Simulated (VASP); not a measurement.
The system is NaTlS2.

```
Na S Tl
1.0
     4.06215    0.00000    0.00000
     0.00000    4.06215    0.00000
     0.00000    0.00000    5.74475
Na S Tl
1 2 1
Direct
  0.00000 0.00000 0.00000
  0.00000 0.50000 0.25000
  0.50000 0.00000 0.75000
  0.50000 0.50000 0.50000
```

| Item | Value |
| --- | --- |
| Program | VASP 6.6.1 |
| Task | relaxation of cell and atoms |
| Functional | PBEsol |
| Potentials or basis | VASP PAW PBE potentials, release 64 (Na_pv, S, Tl_d) |
| Cutoff | 600 eV |
| k mesh | 6 × 6 × 4 |
| Occupations | fermi-dirac, width 0.03 eV |
| Spin | no spin polarisation |

At the start: pressure 7.2 GPa; volume 23.70 Å³/atom.

Problem. Where does the relaxation end?

Solution. Over 16 steps the energy falls by 102.8 meV/atom and the volume is 27.63 Å³/atom (+16.6 %); space group P-4m2 (No. 115, to 0.1 Å) before and after.

Step by step:
| step | energy change (eV) | largest force (eV/Å) | pressure (GPa) | volume (Å³) |
| --- | --- | --- | --- | --- |
| 1 | 0.0000 | 0.3114 | 7.19 | 94.79 |
| 2 | -0.2800 | 0.6638 | -0.73 | 110.14 |
| 3 | -0.2821 | 0.6404 | -0.22 | 108.68 |
| 4 | -0.3227 | 0.4440 | -0.16 | 109.17 |
| 5 | -0.3708 | 0.0190 | 0.15 | 110.25 |
| 6 | -0.3731 | 0.1591 | 0.28 | 110.56 |
| 7 | -0.3906 | 0.1177 | -0.22 | 112.01 |
| 8 | -0.3976 | 0.0480 | -0.94 | 114.24 |
| 9 | -0.3983 | 0.0672 | -0.76 | 113.66 |
| 10 | -0.4092 | 0.1185 | 0.01 | 111.17 |
| 11 | -0.4092 | 0.1199 | 0.03 | 111.11 |
| 12 | -0.4107 | 0.0354 | -0.10 | 111.06 |
| 13 | -0.4108 | 0.0074 | -0.14 | 111.04 |
| 14 | -0.4111 | 0.0084 | 0.08 | 110.32 |
| 15 | -0.4111 | 0.0081 | 0.03 | 110.48 |
| 16 | -0.4112 | 0.0006 | 0.01 | 110.51 |

Final structure:
```
CELL_PARAMETERS angstrom
4.07348 0.00000 0.00000
0.00000 4.07348 0.00000
0.00000 0.00000 6.65991
ATOMIC_POSITIONS crystal
Na 0.00000 0.00000 0.00000
S 0.00000 0.50000 0.27190
S 0.50000 0.00000 0.72810
Tl 0.50000 0.50000 0.50000
```

Caveat: the volume moved by over 15 % at a fixed basis, so the end points are rough; the PAW data sets were made with another functional, which shifts forces and pressure a little.
